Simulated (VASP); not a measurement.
Runs of VASP 6.6.1 on TiAl. The structure is that of space group P-6m2 (No. 187), or close to it. The cells are those of the table. 

| cell | gap on the mesh (eV) | pressure (GPa) |
| --- | --- | --- |
| a = 2.563, b = 2.563, c = 4.620 Å, angles 90.0, 90.0, 120.0°, 2 atoms | none | 33.3 |
| a = 2.990, b = 2.990, c = 4.620 Å, angles 90.0, 90.0, 120.0°, 2 atoms | none | (b) |
| a = 2.777, b = 2.777, c = 4.620 Å, angles 90.0, 90.0, 120.0°, 2 atoms | none | 5.9 |
| a = 2.705, b = 2.705, c = 4.620 Å, angles 90.0, 90.0, 120.0°, 2 atoms | none | (c) |
| a = 3.097, b = 3.097, c = 4.620 Å, angles 90.0, 90.0, 120.0°, 2 atoms | none | -12.7 |
| a = 3.061, b = 3.061, c = 4.620 Å, angles 90.0, 90.0, 120.0°, 2 atoms | none | -11.5 |
| a = 2.634, b = 2.634, c = 4.620 Å, angles 90.0, 90.0, 120.0°, 2 atoms | none | 22.2 |
| a = 2.919, b = 2.919, c = 4.620 Å, angles 90.0, 90.0, 120.0°, 2 atoms | none | (a) |
| a = 3.133, b = 3.133, c = 4.620 Å, angles 90.0, 90.0, 120.0°, 2 atoms | none | -13.8 |

Alike in all rows: task single point; level PBEsol; potentials or basis VASP PAW PBE potentials, release 64 (Ti_sv, Al); no spin polarisation; k mesh 24 × 24 × 14; cutoff (eV) 500; smearing gaussian 0.15 eV.

Question: Estimate the missing entries.

Answer: (a) -4.7; (b) -8.5; (c) 13.1.

Caveats: the PAW data sets were made with another functional, which shifts forces and pressure a little; the cell stands under tension (at least some runs); the cell stands under pressure (at least some runs).

A gap of «none» marks levels without a gap at the run's occupations.
